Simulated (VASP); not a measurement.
# Si2Mo in VASP: further runs

Si2Mo is run at these levels: PBEsol; tasks: single point.

Everything below comes from runs of VASP 6.6.1. Logs are shortened: lines on timing, memory, paths and dates and some standing lists are left out, and cuts for length are marked.

### Step 1. The cell of the first run

It takes space group I4/mmm (No. 139, tetragonal). The conventional cell has a = 3.270 Å, b = 3.270 Å, c = 8.017 Å, α = 90.00°, β = 90.00°, γ = 90.00°. Si (site symmetry 4mm) has 9 Si at 2.64 to 3.27 Å and 5 Mo at 2.66 to 2.69 Å within 3.5 Å. Mo (site symmetry 4/mmm) has 10 Si at 2.66 to 2.69 Å and 4 Mo at 3.27 Å within 3.5 Å.

### Step 2. Single point, PBEsol (atoms displaced along a vibrational mode, the cell strained)

INCAR reads:

```
PREC = Accurate
ENCUT = 520
EDIFF = 1E-6
ISMEAR = 0
SIGMA = 0.15
LREAL = False
LASPH = True
NELM = 60
ALGO = Normal
ISIF = 2
LWAVE = False
LCHARG = False
GGA = PS
NBANDS = 18
```

KPOINTS reads:

```
regular mesh
0
Gamma
  18 18 18
```

POSCAR reads:

```
Si2Mo
1.0
   -1.6350007213      1.6350007213      4.0086817917
    1.6350007213     -1.6350007213      4.0086817917
    1.6350007213      1.6350007213     -4.0086817917
Si Mo
2 1
Direct
    0.3350567058      0.3350567058      0.0000000000
    0.6649432942      0.6649432942      0.0000000000
    0.0000000000      0.0000000000      0.0000000000
```

Potentials or basis: VASP PAW PBE potentials, release 64 (Si, Mo_sv).

On the command line:

```sh
cat potpaw_PBE.64/Si/POTCAR potpaw_PBE.64/Mo_sv/POTCAR > POTCAR
mpirun -np 1 vasp_std > vasp.out
```

OUTCAR:

```text
PREC = Accurate
   ENCUT = 520
   EDIFF = 1E-6
   ISMEAR = 0
   LREAL = False
   LASPH = True
   NELM = 60
   ISIF = 2
   GGA = PS

 ion  position               nearest neighbor table
   1  0.335  0.335  0.000-   2 2.64   3 2.66   3 2.66   3 2.66   3 2.66   2 2.68   2 2.68   2 2.68
                             2 2.68   3 2.69
   2  0.665  0.665  0.000-   1 2.64   3 2.66   3 2.66   3 2.66   3 2.66   1 2.68   1 2.68   1 2.68
                             1 2.68   3 2.69
   3  0.000  0.000  0.000-   1 2.66   2 2.66   2 2.66   2 2.66   2 2.66   1 2.66   1 2.66   1 2.66
                             1 2.69   2 2.69

  LATTYP: Found a body centered tetragonal cell.
 ALAT       =     3.2700014426
 C/A-ratio  =     2.4517920631

  Lattice vectors:

 A1 = (  -1.6350007213,   1.6350007213,   4.0086817917)
 A2 = (   1.6350007213,  -1.6350007213,   4.0086817917)
 A3 = (   1.6350007213,   1.6350007213,  -4.0086817917)

Analysis of symmetry for initial positions (statically):
=====================================================================
 Subroutine PRICEL returns:
 Original cell was already a primitive cell.

 Routine SETGRP: Setting up the symmetry group for a
 body centered tetragonal supercell.

 Subroutine GETGRP returns: Found 16 space group operations
 (whereof 16 operations were pure point group operations)
 out of a pool of 16 trial point group operations.

The static configuration has the point symmetry D_4h.

Analysis of symmetry for dynamics (positions and initial velocities):
=====================================================================
 Subroutine PRICEL returns:
 Original cell was already a primitive cell.

 Routine SETGRP: Setting up the symmetry group for a
 body centered tetragonal supercell.

 Subroutine GETGRP returns: Found 16 space group operations
 (whereof 16 operations were pure point group operations)
 out of a pool of 16 trial point group operations.

The dynamic configuration has the point symmetry D_4h.

 Subroutine INISYM returns: Found 16 space group operations
 (whereof 16 operations are pure point group operations),
 and found     1 'primitive' translations

----------------------------------------------------------------------------------------

                                     Primitive cell

  volume of cell :      42.8645

  direct lattice vectors                    reciprocal lattice vectors
    -1.635000721  1.635000721  4.008681792     0.000000000  0.305810263  0.124729282
     1.635000721 -1.635000721  4.008681792     0.305810263  0.000000000  0.124729282
     1.635000721  1.635000721 -4.008681792     0.305810263  0.305810263  0.000000000

  length of vectors
     4.627740747  4.627740747  4.627740747     0.330268543  0.330268543  0.432481021

  position of ions in fractional coordinates (direct lattice)
     0.335056706  0.335056706  0.000000000
     0.664943294  0.664943294  0.000000000
     0.000000000  0.000000000  0.000000000

  ion indices of the primitive-cell ions
   primitive index   ion index
                 1           1
                 2           2
                 3           3

----------------------------------------------------------------------------------------

 KPOINTS: regular mesh

Automatic generation of k-mesh.
 Grid dimensions read from file:
 generate k-points for:   18   18   18

 Generating k-lattice:

  Cartesian coordinates                     Fractional coordinates (reciprocal lattice)
     0.000000000  0.016989459  0.006929405     0.055555556 -0.000000000  0.000000000
     0.016989459  0.000000000  0.006929405    -0.000000000  0.055555556  0.000000000
     0.016989459  0.016989459  0.000000000     0.000000000  0.000000000  0.055555556

  Length of vectors
     0.018348252  0.018348252  0.024026723

  Shift w.r.t. Gamma in fractional coordinates (k-lattice)
     0.000000000  0.000000000  0.000000000

 Subroutine IBZKPT returns following result:
 ===========================================

 Found    480 irreducible k-points:

 Following reciprocal coordinates:
            Coordinates               Weight
  0.000000  0.000000  0.000000      1.000000
  0.055556  0.000000 -0.000000      8.000000
  0.111111  0.000000 -0.000000      8.000000
  0.166667  0.000000  0.000000      8.000000
  0.222222 -0.000000  0.000000      8.000000
  0.277778 -0.000000  0.000000      8.000000
[... 16 lines left out ...]
 -0.277778  0.055556 -0.000000     16.000000
 -0.222222  0.055556 -0.000000     16.000000
 [... further k-points ...]
   k-points           NKPTS =    480   k-points in BZ     NKDIM =    480   number of bands    NBANDS=     18
   number of dos      NEDOS =    301   number of ions     NIONS =      3
   total plane-waves  NPLWV =  46656
   dimension x,y,z NGX =    36 NGY =   36 NGZ =   36
   dimension x,y,z NGXF=    72 NGYF=   72 NGZF=   72
   ions per type =               2   1
   NGX,Y,Z   is equivalent  to a cutoff of  12.93, 12.93, 12.93 a.u.
   NGXF,Y,Z  is equivalent  to a cutoff of  25.87, 25.87, 25.87 a.u.
 SYSTEM =  unknown system
   PREC   = accura    normal or accurate (medium, high low for compatibility)
   ISTART =      0    job   : 0-new  1-cont  2-samecut
   ICHARG =      2    charge: 1-file 2-atom 10-const
   ISPIN  =      1    spin polarized calculation?
   LNONCOLLINEAR =      F non collinear calculations
   LSORBIT =      F    spin-orbit coupling
   LASPH  =      T    aspherical Exc in radial PAW
   ENCUT  =  520.0 eV  38.22 Ry    6.18 a.u.   8.60  8.60  8.60*2*pi/ulx,y,z
   NELM   =     60;   NELMIN=  2; NELMDL= -5     # of ELM steps
   EDIFF  = 0.1E-05   stopping-criterion for ELM
   LREAL  =      F    real-space projection
   EDIFFG = 0.1E-04   stopping-criterion for IOM
   NSW    =      0    number of steps for IOM
   IBRION =     -1    ionic relax: 0-MD 1-quasi-New 2-CG
   NFREE  =      0    steps in history (QN), initial steepest desc. (CG)
   ISIF   =      2    stress and relaxation
   ISYM   =      2    0-nonsym 1-usesym 2-fastsym
   POTIM  = 0.5000    time-step for ionic-motion
   TEBEG  =    0.0;   TEEND  =   0.0 temperature during run
   PSTRESS=    0.0 pullay stress
   NELECT =      22.0000    total number of electrons
   NUPDOWN=      -1.0000    fix difference up-down
   EMIN   =  10.00;   EMAX   =-10.00  energy-range for DOS
   EFERMI =   0.00;   METHOD = LEGACY
   ISMEAR =     0;   SIGMA  =   0.15  broadening in eV -4-tet -1-fermi 0-gaus
   EFERMI_NEDOS =   21; number of points for ismear=-14 and -15
   IALGO  =     38    algorithm
   IMIX   =      4    mixing-type and parameters
     AMIX     =   0.40;   BMIX     =  1.00
     AMIX_MAG =   1.60;   BMIX_MAG =  1.00
  volume/ion in A,a.u.               =      14.29        96.42
  Fermi-wavevector in a.u.,A,eV,Ry     =   1.310740  2.476940 23.375346  1.718039
  Thomas-Fermi vector in A             =   2.441250
   LORBIT       =      0    0 simple, 1 ext, 2 COOP (PROOUT), +10 PAW based schemes
   GGA     = PS    functional components
   LHFCALC =     F    Hartree Fock is set to
   AEXX    =    0.0000 exact exchange contribution
   IVDW    =     0    specifies the selected vdW correction
   LEPSILON=     F    determine dielectric tensor
   LRPA    =     F    only Hartree local field effects (RPA)
 non-spin polarized calculation
 Gauss-broadening in eV      SIGMA  =   0.15
  energy-cutoff  :      520.00
  volume of cell :       42.86
 maximum number of plane-waves:      1174
   NGX = 17   NGY = 17   NGZ = 17

 number of electron      22.0000000 magnetization

 Free energy of the ion-electron system (eV)
  ---------------------------------------------------
  ext. energy  EPLUGINS =         0.00000000
  ---------------------------------------------------
  free energy    TOTEN  =       -24.94430365 eV

  energy without entropy =      -24.94134816  energy(sigma->0) =      -24.94282590

 E-fermi :  11.2464     XC(G=0): -12.2141

 val. band max:       11.2440550803   @ k =  -0.3333  -0.3333   0.2778
 cond. band min:      11.2571316761   @ k =  -0.0556   0.0556   0.0000
 fundamental gap:      0.0130765958
 Fermi energy:        11.2463829910

 k-point     1 :       0.0000    0.0000    0.0000
  band No.  band energies     occupation
      1     -49.4593      2.00000
      2     -23.6010      2.00000
      3     -23.5502      2.00000
      4     -23.5502      2.00000
      5      -1.6821      2.00000
      6       5.2390      2.00000
[... 10 lines left out ...]
     17      16.0140      0.00000
     18      16.0140      0.00000

 k-point     2 :       0.0556    0.0000   -0.0000
  band No.  band energies     occupation
      1     -49.4589      2.00000
      2     -23.6006      2.00000
      3     -23.5564      2.00000
      4     -23.5497      2.00000
      5      -1.6290      2.00000
      6       5.2345      2.00000
[... 10 lines left out ...]
     17      16.0533      0.00000
     18      16.3973      0.00000

 k-point     3 :       0.1111    0.0000   -0.0000
  band No.  band energies     occupation
      1     -49.4577      2.00000
      2     -23.5992      2.00000
      3     -23.5742      2.00000
      4     -23.5480      2.00000
      5      -1.4706      2.00000
      6       5.2103      2.00000
[... 10 lines left out ...]
     17      16.2474      0.00000
     18      17.2244      0.00000

 k-point     4 :       0.1667    0.0000    0.0000
  band No.  band energies     occupation
      1     -49.4559      2.00000
      2     -23.6015      2.00000
      3     -23.5969      2.00000
      4     -23.5455      2.00000
      5      -1.2104      2.00000
      6       5.1291      2.00000
[... 375 lines left out ...]
      4     -23.5419      2.00000
      5       0.0845      2.00000
      6       4.1578      2.00000
[... 10 lines left out ...]
     17      17.9645      0.00000
     18      19.3776      0.00000

 k-point    23 :      -0.2778    0.0556   -0.0000
  band No.  band energies     occupation
      1     -49.4509      2.00000
      2     -23.6686      2.00000
      3     -23.5906      2.00000
      4     -23.5451      2.00000
      5      -0.4293      2.00000
      6       4.7418      2.00000
[... 10 lines left out ...]
     17      17.6732      0.00000
     18      19.2550      0.00000

 k-point    24 :      -0.2222    0.0556   -0.0000
  band No.  band energies     occupation
      1     -49.4532      2.00000
      2     -23.6336      2.00000
      3     -23.5933      2.00000
      4     -23.5484      2.00000
      5      -0.8618      2.00000
      6       5.1817      2.00000
[... 10 lines left out ...]
     17      17.0802      0.00000
     18      19.4005      0.00000

 [... further k-points ...]

------------------------ aborting loop because EDIFF is reached ----------------------------------------

  FORCE on cell =-STRESS in cart. coord.  units (eV):
  Direction    XX          YY          ZZ          XY          YZ          ZX
  --------------------------------------------------------------------------------------
  -------------------------------------------------------------------------------------
  Total       -3.5043298     -3.5043298     -3.9808207      0.0000000      0.0000000      0.0000000
  in kB     -130.9839481   -130.9839481   -148.7941045      0.0000000      0.0000000      0.0000000
  external PRESSURE =    -136.9206669 kB  Pullay stress =       0.0000000 kB

 VOLUME and BASIS-vectors are now :
 -----------------------------------------------------------------------------
  energy-cutoff  :      520.00
  volume of cell :       42.86
      direct lattice vectors                 reciprocal lattice vectors
    -1.635000721  1.635000721  4.008681792     0.000000000  0.305810263  0.124729282
     1.635000721 -1.635000721  4.008681792     0.305810263  0.000000000  0.124729282
     1.635000721  1.635000721 -4.008681792     0.305810263  0.305810263  0.000000000

 POSITION                                       TOTAL-FORCE (eV/Angst)
 -----------------------------------------------------------------------------------
      0.00000      0.00000      2.68627        -0.000000     -0.000000      0.162942
      0.00000      0.00000      5.33109         0.000000      0.000000     -0.162942
      0.00000      0.00000      0.00000         0.000000      0.000000     -0.000000
 -----------------------------------------------------------------------------------
    total drift:                               -0.000000      0.000000     -0.000000

  FREE ENERGIE OF THE ION-ELECTRON SYSTEM (eV)
  ---------------------------------------------------
  free  energy   TOTEN  =       -24.9443036529 eV

  energy  without entropy=      -24.9413481551  energy(sigma->0) =      -24.94282590
```

Wall time 3.4 min (1 thread of Intel Xeon Platinum 8559C (Emerald Rapids), shared host); peak memory 0.47 GiB.

What came out:

```yaml
Free_energy: -24.9443 eV
Pressure: -13.7 GPa
Largest_force: 0.163 eV/Å
Band_gap_on_the_k_mesh: zero (bands 11 and 12 overlap by 0.90 eV)
```

Forces on the atoms (eV/Å):
```
Si   0.000  0.000  0.163
Si   0.000  0.000 -0.163
Mo   0.000  0.000  0.000
```

Caveat: the cell differs from its parent crystal (atoms displaced along a vibrational mode, the cell strained); the cell stands under tension; the PAW data sets were made with another functional, which shifts forces and pressure a little.

[end of part 1 of 2]
